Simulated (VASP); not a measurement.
Write the native input for VASP 6.6.1 that does the following.

```
Task                   : single point
Functional             : PBEsol
Potentials or basis    : VASP PAW PBE potentials, release 64 (P)
Cutoff                 : 520 eV
k mesh                 : 8 × 1 × 6
Occupations            : gaussian, width 0.05 eV
Spin                   : no spin polarisation
Dipole correction      : no
Further INCAR settings : ALGO = Normal; EDIFF = 1e-07; NBANDS = 18
```

The structure of P lies in POSCAR:

```
P
1.0
    3.2843671164      0.0000000000      0.0000000000
    0.0000000000     34.8747471215      0.0000000000
    0.0000000000      0.0000000000      4.6143865565
P
4
Direct
    0.0000000000      0.9696876239      0.5826201324
    0.0000000000      0.0303123761      0.4173798676
    0.5000000000      0.0303123761      0.0826201324
    0.5000000000      0.9696876239      0.9173798676
```

This cell differs from its parent crystal: strain +0.000 along x and y, +0.040 along z.

These files were run (other wordings do the same):

INCAR

```
SYSTEM = P
ALGO = Normal
EDIFF = 1E-7
ENCUT = 520
GGA = PS
ISIF = 2
ISMEAR = 0
LASPH = .True.
LCHARG = .False.
LREAL = .False.
LWAVE = .False.
NBANDS = 18
NELM = 60
PREC = Accurate
SIGMA = 0.05
```

KPOINTS

```
k-points
0
Gamma
  8 1 6
  0 0 0
```

Potentials or basis: VASP PAW PBE potentials, release 64 (P).

Command:

```sh
$ cat potpaw_PBE.64/P/POTCAR > POTCAR
$ mpirun -np 1 vasp_std > vasp.out
```

It gave:

```
Largest force          : 0.578 eV/Å
Band gap on the k mesh : 1.01 eV
```

Caveat: the cell differs from its parent crystal (strain +0.000 along x and y, +0.040 along z); the PAW data sets were made with another functional, which shifts forces and pressure a little.

Wall time 11 min on 1 thread of Oxide Virtual Turin-like Processor, with other jobs on the host, peak memory 0.51 GiB.
